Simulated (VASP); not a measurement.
BaTe: single point with LDA

BaTe:

```
CELL_PARAMETERS angstrom
4.26247 0.00000 0.00000
0.00000 4.26247 0.00000
0.00000 0.00000 4.04934
ATOMIC_POSITIONS crystal
Ba 0.00000 0.00000 0.00000
Te 0.50000 0.50000 0.50000
```

This cell differs from its parent crystal: strain +0.000 along x and y, -0.050 along z.

```yaml
Program: VASP 6.6.1
Task: single point
Functional: LDA
Potentials_or_basis: VASP PAW LDA potentials, release 64 (Ba_sv, Te)
Cutoff: 520 eV
k_mesh: 6 × 6 × 6
Occupations: gaussian, width 0.05 eV
Spin: no spin polarisation
Dipole_correction: no
Further_INCAR_settings: ALGO = Normal; EDIFF = 1e-07; NBANDS = 15
```

```json
{"Pressure": "-1.3 GPa", "Band gap on the k mesh": "0.21 eV, indirect (least direct gap 0.35 eV)"}
```

Stress tensor (GPa, compression positive):
```
-2.60  0.00  0.00
 0.00 -2.60  0.00
 0.00  0.00  1.31
```

Levels at points of the mesh, in eV from the valence-band top:
| k point | band 6 | band 7 | band 8 | band 9 | band 10 | band 11 |
| --- | --- | --- | --- | --- | --- | --- |
| (0.00, 0.00, 0.00) | -0.82 | -0.82 | -0.34 | 0.21 | 0.23 | 2.16 |
| (0.50, 0.00, 0.00) | -3.91 | -1.47 | -0.88 | 0.97 | 4.36 | 4.53 |
| (0.50, 0.50, 0.00) | -2.41 | -2.41 | 0.00 | 0.35 | 2.57 | 2.88 |
| (0.00, 0.00, 0.50) | -3.90 | -1.37 | -1.37 | 1.19 | 4.39 | 4.59 |
| (0.50, 0.00, 0.50) | -2.51 | -2.31 | -0.41 | 0.57 | 1.99 | 2.27 |
| (0.50, 0.50, 0.50) | -3.45 | -3.40 | -3.40 | 4.44 | 4.44 | 4.72 |

Run time: 19 s on 1 thread of Intel(R) Xeon(R) Platinum 8488C (Sapphire Rapids), on a shared host, peak memory 0.18 GiB.

Caveat: the cell differs from its parent crystal (strain +0.000 along x and y, -0.050 along z); spin-orbit coupling is left out, which moves the levels of the heavy elements. A k mesh can miss the band edges.
